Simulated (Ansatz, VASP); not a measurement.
This is a calculation of HfN for VASP 6.6.1.

File INCAR:

```
AGGAC = 1.0
AGGAX = 1.0
ALDAC = 0.0
ALDAX = 1.0
ALGO = Normal
EDIFF = 1E-6
ENCUT = 520
GGA = B5
ISIF = 2
ISMEAR = -1
LASPH = T
LCHARG = F
LREAL = F
LWAVE = F
NBANDS = 14
NELM = 60
PREC = Accurate
SIGMA = 0.05
```

KPOINTS

```
k-points
0
Gamma
  9 9 9
```

The input POSCAR:

```
HfN
1.0
    2.8804368117      0.0000000000      0.0000000000
    0.0000000000      2.8804368117      0.0000000000
    0.0000000000      0.0000000000      2.8804368117
Hf N
1 1
Direct
    0.5000000000      0.5000000000      0.5000000000
    0.0000000000      0.0000000000      0.0000000000
```

Potentials or basis: VASP PAW PBE potentials, release 64 (Hf_pv, N).

Command:

```sh
$ cat potpaw_PBE.64/Hf_pv/POTCAR potpaw_PBE.64/N/POTCAR > POTCAR
$ mpirun -np 1 vasp_std > vasp.out
```

Q: Set up the same calculation for Ansatz 0.2.0. Potentials there: Ansatz PAW.

A: As run (the cutoff follows the program's own potentials):

input.yaml

```yaml
crystal:
  lattice:
    - [2.8804368117, 0.0, 0.0]
    - [0.0, 2.8804368117, 0.0]
    - [0.0, 0.0, 2.8804368117]
  atoms:
    - { symbol: Hf, position: [0.5, 0.5, 0.5] }
    - { symbol: "N", position: [0.0, 0.0, 0.0] }
hamiltonian:
  xc: blyp
  pseudopotentials: { kind: paw }
kpoints:
  mp_grid: { grid: [9, 9, 9] }
scf:
  occupations: { method: fermi_dirac, width: 0.05 }
output:
  forces: true
  stress: true
  eigenvalues: true
```

Potentials or basis: Ansatz PAW.

The run is started by

```sh
$ ansatz run input.yaml --threads 2 --pin off --max-ram 5632MiB --backend cpu --events-out ev --progress --plain --runs-dir out
```

Both were run:

|  | VASP | Ansatz | Ansatz less VASP |
| --- | --- | --- | --- |
| gap on the k mesh at the Fermi level (eV) | none | none | - |
| pressure (GPa) | -5.9 | -4.2 | +1.62 |

VASP's potentials were made for PBE, not for BLYP. A gap of «none» marks a metal or a gap that the smearing closes. The functional is the same, so the differences come from potentials, cutoffs and numerics. VASP's potentials hold 15 valence electrons a cell and Ansatz's 31, so a difference there can come from the potentials and not from the codes.

Spin-orbit coupling is off throughout.
